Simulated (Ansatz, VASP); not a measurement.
Tl in VASP and in Ansatz

INCAR

```
  PREC = Accurate
  ENCUT = 520
  EDIFF = 1E-6
  ISMEAR = 0
  SIGMA = 0.15
  LREAL = False
  LASPH = True
  NELM = 100
  ALGO = Fast
  ISIF = 2
  LWAVE = False
  LCHARG = False
  GGA = PS
  NBANDS = 20
```

KPOINTS

```
regular mesh
0
Gamma
  18 18 10
```

The input POSCAR:

```
Tl
1.0
    3.5942382908      0.0000000000      0.0000000000
   -1.7971191454      3.1127016671      0.0000000000
    0.0000000000      0.0000000000      5.0830000000
Tl
2
Direct
    0.3333333333      0.6666666667      0.2500000000
    0.6666666667      0.3333333333      0.7500000000
```

Input for Ansatz:

```yaml
crystal:
  lattice:
    - [3.5942382908, 0.0, 0.0]
    - [-1.7971191454, 3.1127016671, 0.0]
    - [0.0, 0.0, 5.083]
  atoms:
    - { symbol: Tl, position: [0.3333333333, 0.6666666667, 0.25] }
    - { symbol: Tl, position: [0.6666666667, 0.3333333333, 0.75] }
basis:
  ecutwfc: 420
kpoints:
  mp_grid: { grid: [18, 18, 10] }
hamiltonian:
  xc: pbesol
scf:
  occupations: { method: gaussian, width: 0.15 }
output:
  forces: true
  stress: true
  eigenvalues: true
  write_density: true
  write_potential: true
  elf: true
  volumetric_format: npy
```

Change from the starting cell: strain +0.040 along x and y, -0.080 along z, atoms carried along.

Alike in both runs: task single point; functional PBEsol; k mesh 18 × 18 × 10; occupations gaussian, width 0.15 eV; no spin polarisation.

```csv
,VASP,Ansatz
version,VASP 6.6.1,Ansatz 0.2.0
potentials or method,"VASP PAW PBE potentials, release 64 (Tl_d), cutoff 520 eV","scalar-relativistic, plane waves, PAW"
valence electrons in the cell,26,26
```

```tsv
	VASP	Ansatz	Ansatz less VASP
gap on the k mesh at the Fermi level (eV)	none	none	-
pressure (GPa)	0.7	0.8	+0.05
traceless stress, the component that is largest in VASP (GPa)	1.36	1.37	+0.001
```

VASP's potentials were made for PBE, not for PBEsol. A gap of «none» marks a metal or a gap that the smearing closes.

Neither program's run includes spin-orbit coupling.
